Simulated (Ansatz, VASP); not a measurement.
**FeGe in VASP and in Ansatz**

Contents of POSCAR:

```
FeGe
1.0
    3.0161730080      0.0000000000      0.0000000000
    0.0000000000      3.0161730080      0.0000000000
    0.0000000000      0.0000000000      3.0161730080
Fe Ge
1 1
Direct
    0.0000000000      0.0000000000      0.0000000000
    0.4633440200      0.4507515000      0.4535288900
```

Contents of INCAR.step1:

```
SYSTEM = FeGe
PREC = Accurate
ENCUT = 520
ISMEAR = 0
SIGMA = 0.05
LREAL = .False.
LASPH = .True.
NELM = 150
ISPIN = 2
MAGMOM = 4 0
LMAXMIX = 4
NBANDS = 22
GGA = PE
ALGO = Normal
EDIFF = 1E-4
LWAVE = .True.
LCHARG = .False.
```

File INCAR.step2:

```
SYSTEM = FeGe
PREC = Accurate
ENCUT = 520
EDIFF = 1E-6
ISMEAR = 0
SIGMA = 0.05
LREAL = .False.
LASPH = .True.
NELM = 150
ALGO = Normal
ISIF = 2
LWAVE = .False.
LCHARG = .False.
ISPIN = 2
MAGMOM = 4 0
LORBIT = 11
LMAXMIX = 4
METAGGA = R2SCAN
LMIXTAU = .True.
NBANDS = 22
ISTART = 1
```

File KPOINTS:

```
regular mesh
0
Gamma
  3 3 3
  0 0 0
```

Input for Ansatz:

```yaml
crystal:
  lattice:
    - [3.016173008, 0.0, 0.0]
    - [0.0, 3.016173008, 0.0]
    - [0.0, 0.0, 3.016173008]
  atoms:
    - { symbol: Fe, position: [0.0, 0.0, 0.0], spin: 4.0 }
    - { symbol: Ge, position: [0.46334402, 0.4507515, 0.45352889], spin: 0.0 }
kpoints:
  mp_grid: { grid: [3, 3, 3], shift: [0, 0, 0] }
hamiltonian:
  xc: r2scan
  dispersion: none
  pseudopotentials: { kind: paw }
scf:
  occupations: { method: gaussian, width: "0.05 eV" }
magnetization:
  spin_polarized: true
```

Alike in both runs: task single point; functional r2SCAN; k mesh 3 × 3 × 3; collinear spin.

```csv
,VASP,Ansatz
version,VASP 6.6.1,Ansatz development build ahead of 0.2.0
potentials or method,"VASP PAW PBE potentials, release 64 (Fe, Ge_d)","PAW (an earlier, plane waves, scalar-relativistic"
plane-wave cutoff (eV),520,1230
occupations,"gaussian, width 0.05 eV",gaussian
```

VASP gave:

| Item | Value |
| --- | --- |
| net moment per atom (μB) | 0.96 |
| size of the moment on the site where the two differ most (μB) | 1.97 |

What did Ansatz give for the same quantities?

net moment per atom (μB): 0.96; size of the moment on the site where the two differ most (μB): 1.96.

VASP's potentials were made for PBE, not for r2SCAN. Site moments also hang on the region over which each program counts them. Ansatz's warnings: stability check not made.

The k mesh is coarse, so the values compare programs but aren't converged.
